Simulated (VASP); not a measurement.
# La: relaxation of cell and atoms with PBE

The system is La.

```
La
1.0
    -2.02076    2.02076    2.02076
     2.02076   -2.02076    2.02076
     2.02076    2.02076   -2.02076
La
1
Direct
  0.00000 0.00000 0.00000
```

```json
{"Program": "VASP 6.6.1", "Task": "relaxation of cell and atoms", "Functional": "PBE", "Potentials or basis": "VASP PAW PBE potentials, release 64 (La)", "Cutoff": "600 eV", "k mesh": "13 × 13 × 13", "Occupations": "fermi-dirac, width 0.05 eV", "Spin": "no spin polarisation", "Target pressure": "4.4 GPa", "Dipole correction": "no", "Further INCAR settings": "ALGO = Normal; EDIFF = 1e-06; IBRION = 2; EDIFFG = -0.005; NSW = 32; ISIF = 3"}
```

The relaxed volume is 33.05 Å³/atom, the relaxed cell is a = 3.502 Å, b = 3.502 Å, c = 3.502 Å, α = 109.47°, β = 109.47°, γ = 109.47° and the space group after relaxing (to 0.05 Å) is Im-3m (No. 229). The energy change on relaxing (the enthalpy is what falls) is -1.3 meV/atom and the ionic steps are 3. The pressure after relaxing is 4.4 GPa.

The path:
```tsv
step	energy change (eV)	largest force (eV/Å)	pressure (GPa)	volume (Å³)
1	0.0000	0.0000	4.49	33.01
2	-0.0024	0.0000	4.36	33.10
3	-0.0013	0.0000	4.40	33.05
```

Final structure:
```cif
data_structure
_symmetry_space_group_name_H-M 'P 1'
_symmetry_Int_Tables_number 1
_cell_length_a 3.5017
_cell_length_b 3.5017
_cell_length_c 3.5017
_cell_angle_alpha 109.471
_cell_angle_beta 109.471
_cell_angle_gamma 109.471
_cell_volume 33.05
loop_
_atom_site_label
_atom_site_type_symbol
_atom_site_fract_x
_atom_site_fract_y
_atom_site_fract_z
_atom_site_occupancy
La1 La 0.00000 0.00000 0.00000 1
```

Levels at points of the mesh, in eV from the Fermi level:
```tsv
k point	band 2	band 3	band 4	band 5	band 6	band 7	band 8	band 9
(0.00, 0.00, 0.00)	-15.44	-15.44	-15.44	-3.00	1.63	1.63	1.63	1.68
```

Run time: 49 s on 1 thread of AMD EPYC 7R43 64-Core Processor (Zen 3) (shared host), peak memory 0.17 GiB.

Caveat: the cell is relaxed towards a set pressure, so the enthalpy falls and the energy may rise; spin-orbit coupling is left out, which moves the levels of the heavy elements.
